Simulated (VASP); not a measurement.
Runs of VASP 6.6.1 on BN (rocksalt type). The structure is that of space group Fm-3m (No. 225), or close to it. The cells are those of the table. 

| task | cell | cutoff (eV) | k mesh for the DOS | occupations for the DOS | gap on the mesh (eV) | pressure (GPa) |
| --- | --- | --- | --- | --- | --- | --- |
| single point | a = 2.135 Å, angles 60.0°, 2 atoms | 520 | - | - | (b) | 393.8 |
| single point | a = 2.374 Å, angles 60.0°, 2 atoms | 520 | - | - | 2.19 | 62.4 |
| single point | a = 2.220 Å, angles 60.0°, 2 atoms | 520 | - | - | 4.02 | 233.7 |
| single point | a = 2.477 Å, angles 60.0°, 2 atoms | 600 | - | - | 1.19 | (a) |
| single point | a = 2.427 Å, angles 60.0°, 2 atoms | 520 | - | - | 1.66 | (d) |
| single point | a = 2.300 Å, angles 60.0°, 2 atoms | 520 | - | - | 3.02 | (c) |
| relaxation of cell and atoms | relaxed from a = 3.047 Å, angles 60.0°, 2 atoms | 600 | - | - | 1.18 | -0.1 |
| single point | a = 2.477 Å, angles 60.0°, 2 atoms | 520 | - | - | 1.19 | -0.1 |

Alike in all rows: level PBE; potentials or basis VASP PAW PBE potentials, release 64 (B, N); no spin polarisation; k mesh 15 × 15 × 15; smearing fermi-dirac 0.08 eV.

Question: Estimate the missing entries.

Answer: (a) -0.3; (b) 5.16; (c) 130.4; (d) 26.6.

A k mesh can miss the band edges.
